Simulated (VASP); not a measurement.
N: single point with PBE+D3(BJ)

System: N.

```xyz
16
Lattice="7.9917 0.0000 0.0000 0.0000 7.9917 0.0000 0.0000 0.0000 7.9917" Properties=species:S:1:pos:R:3 pbc="T T T"
N     3.6796    7.2259    7.3925
N     3.4532    8.1523    6.9418
N     8.6543    0.5863    0.7135
N     7.7411    1.0524    0.3499
N     3.3177    1.8436    2.8947
N     3.3579    2.1215    1.8072
N     5.4489    2.9936    5.9902
N     5.5591    1.9209    6.0874
N     5.4337   -0.0780    2.6341
N     5.7235    0.2131    3.6299
N     8.4132    4.7583    1.7832
N     7.3108    4.6481    1.7814
N     1.8283    2.9395    5.1642
N     2.6480    2.6394    5.8622
N     3.1781    6.3293    3.0477
N     3.0029    5.3905    2.5043
```

```yaml
Program: VASP 6.6.1
Task: single point
Functional: PBE
Dispersion: D3(BJ)
Potentials_or_basis: VASP PAW PBE potentials, release 64 (N)
Cutoff: 520 eV
k_mesh: 1 × 1 × 1
Occupations: fermi-dirac, width 0.02 eV
Spin: no spin polarisation
Dipole_correction: no
Further_INCAR_settings: LREAL = Auto; ALGO = Normal; EDIFF = 1e-06; NBANDS = 54
```

The pressure is 3.4 GPa, the largest force is 11.093 eV/Å and the dispersion energy per atom is -0.039 eV.

Forces in eV/Å, atoms in the order of the input:
```
N    2.400 -9.736  4.744
N   -2.412  9.405 -4.638
N    3.513 -1.843  1.415
N   -3.523  1.835 -1.389
N   -0.035  0.444 -1.598
N   -0.105 -0.300  1.398
N   -0.371  5.122 -0.481
N    0.722 -4.977  0.533
N   -1.387 -1.709 -5.755
N    1.832  1.574  5.678
N    0.565  0.024 -0.100
N   -0.877 -0.092  0.021
N    0.385 -0.153  0.461
N   -0.812  0.467 -0.399
N    0.154  1.899  1.182
N   -0.049 -1.959 -1.072
```

Stress tensor (GPa, compression positive):
```
 2.20 -1.07  1.30
-1.07  5.71 -0.70
 1.30 -0.70  2.23
```

Levels at points of the mesh, in eV from the Fermi level:
```
           k point  band 38  band 39  band 40  band 41  band 42  band 43
(0.00, 0.00, 0.00)    -0.65    -0.54    -0.50     6.72     6.77     6.88
```

It took 60 s on 1 thread of Intel(R) Xeon(R) Platinum 8488C (Sapphire Rapids), with other jobs on the host, peak memory 0.41 GiB.

Caveat: the k points lie up to 0.79 Å⁻¹ apart; the standard files for N, O and F lose accuracy on very short bonds.
